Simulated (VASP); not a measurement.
Here is a VASP 6.6.1 calculation.

Contents of INCAR:

```
SYSTEM = AlGaN2
PREC = Accurate
ENCUT = 520
EDIFF = 1E-7
ISMEAR = 0
SIGMA = 0.05
LREAL = .FALSE.
LASPH = .TRUE.
NELM = 100
ALGO = Normal
ISIF = 2
LWAVE = .FALSE.
LCHARG = .FALSE.
GGA = CA
NBANDS = 21
```

Contents of KPOINTS:

```
regular mesh
0
G
  8 8 6
  0 0 0
```

The input POSCAR:

```
AlGaN2
1.0
    3.1408770487      0.0000000000      0.0000000000
    0.0000000000      3.1408770487      0.0000000000
    0.0000000000      0.0000000000      4.4238379400
Al Ga N
1 1 2
Direct
    0.5000000000      0.5000000000      0.5000000000
    0.0000000000      0.0000000000      0.0000000000
    0.5000000000      0.0000000000      0.7111390424
    0.0000000000      0.5000000000      0.2888609576
```

Potentials or basis: VASP PAW LDA potentials, release 64 (Al, Ga_d, N).

Run with:

```console
$ cat potpaw_LDA.64/Al/POTCAR potpaw_LDA.64/Ga_d/POTCAR potpaw_LDA.64/N/POTCAR > POTCAR
$ mpirun -np 1 vasp_std > vasp.out
```

Predict the pressure.

-1.8 GPa.

What does it give for the largest force?

2.986 eV/Å.

Predict the band gap on the k mesh.

2.57 eV, direct.

Forces in eV/Å, atoms in the order of the input:
```
Al   0.000  0.000  0.000
Ga   0.000  0.000  0.000
N    0.000  0.000  2.986
N    0.000  0.000 -2.986
```

Caveat: the cell differs from its parent crystal (mode 12 (682.2 1/cm) frozen in, largest displacement -0.120 Å); forces of over 1 eV/Å act on the atoms, so gaps and moduli don't describe the material at rest. A k mesh can miss the band edges.
